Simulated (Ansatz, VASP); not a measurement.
# SnTe in VASP and in Ansatz

```
CELL_PARAMETERS angstrom
0.00000 3.15650 3.15650
3.15650 0.00000 3.15650
3.15650 3.15650 0.00000
ATOMIC_POSITIONS crystal
Sn 0.00000 0.00000 0.00000
Te 0.50000 0.50000 0.50000
```

Alike in both runs: task single point; functional PBE; k mesh 11 × 11 × 11; occupations methfessel-paxton of order 1, width 0.2 eV; no spin polarisation.

|  | VASP | Ansatz |
| --- | --- | --- |
| version | VASP 6.6.1 | Ansatz 0.2.0 |
| potentials or method | VASP PAW PBE potentials, release 64 (Sn_d, Te), cutoff 520 eV | all-electron LAPW, scalar-relativistic |

```csv
,VASP,Ansatz,Ansatz less VASP
pressure (GPa),2.0,2.1,+0.07
```

Ansatz ran all-electron here, and VASP with PAW potentials.

Spin-orbit coupling is off throughout.
